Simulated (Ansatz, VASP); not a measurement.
## ScAl: VASP beside Ansatz

INCAR

```
SYSTEM = ScAl
ALGO = Fast
EDIFF = 1E-6
ENCUT = 520
GGA = PS
ISIF = 2
ISMEAR = 0
LASPH = .TRUE.
LCHARG = .FALSE.
LREAL = .FALSE.
LWAVE = .FALSE.
NBANDS = 22
NELM = 80
PREC = Accurate
SIGMA = 0.05
```

Contents of KPOINTS:

```
k-points
0
G
  10 8 8
  0 0 0
```

The input POSCAR:

```
ScAl
1.0
    0.0000000000      0.0000000000      3.7712920000
   -4.3267980000      0.0000000000      0.0000000000
    2.1633990000     -5.2502190000      0.0000000000
Sc Al
2 2
Direct
    0.2500000000      0.8646810000      0.7293620000
    0.7500000000      0.1353190000      0.2706380000
    0.2500000000      0.5845050000      0.1690100000
    0.7500000000      0.4154950000      0.8309900000
```

Input for Ansatz:

```yaml
crystal:
  lattice:
    - [0.0, 0.0, 3.771292]
    - [-4.326798, 0.0, 0.0]
    - [2.163399, -5.250219, 0.0]
  atoms:
    - { symbol: Sc, position: [0.25, 0.864681, 0.729362] }
    - { symbol: Sc, position: [0.75, 0.135319, 0.270638] }
    - { symbol: Al, position: [0.25, 0.584505, 0.16901] }
    - { symbol: Al, position: [0.75, 0.415495, 0.83099] }
basis:
  ecutwfc: 420
  fft_grid_basis: typed
kpoints:
  mp_grid: { grid: [10, 8, 8] }
hamiltonian:
  xc: pbesol
  pseudopotentials: { kind: paw }
scf:
  occupations: { method: gaussian, width: 0.05 }
output:
  forces: true
  stress: true
  eigenvalues: true
  bader: true
  write_density: true
  volumetric_format: npy
```

Alike in both runs: task single point; functional PBEsol; k mesh 10 × 8 × 8; occupations gaussian, width 0.05 eV; no spin polarisation.

|  | VASP | Ansatz |
| --- | --- | --- |
| version | VASP 6.6.1 | Ansatz 0.2.0 |
| potentials or method | VASP PAW PBE potentials, release 64 (Sc_sv, Al), cutoff 520 eV | scalar-relativistic, plane waves, PAW |
| valence electrons in the cell | 28 | 28 |

```tsv
	VASP	Ansatz	Ansatz less VASP
gap on the k mesh at the Fermi level (eV)	none	none	-
pressure (GPa)	-2.0	-2.1	-0.11
traceless stress, the component that is largest in VASP (GPa)	-0.63	-0.64	-0.010
rms of the force components (eV/Å)	0.028	0.027	-0.0013
```

VASP's potentials were made for PBE, not for PBEsol. Atom by atom the forces differ by 0.002 eV/Å (rms over components). A gap of «none» marks a metal or a gap that the smearing closes.
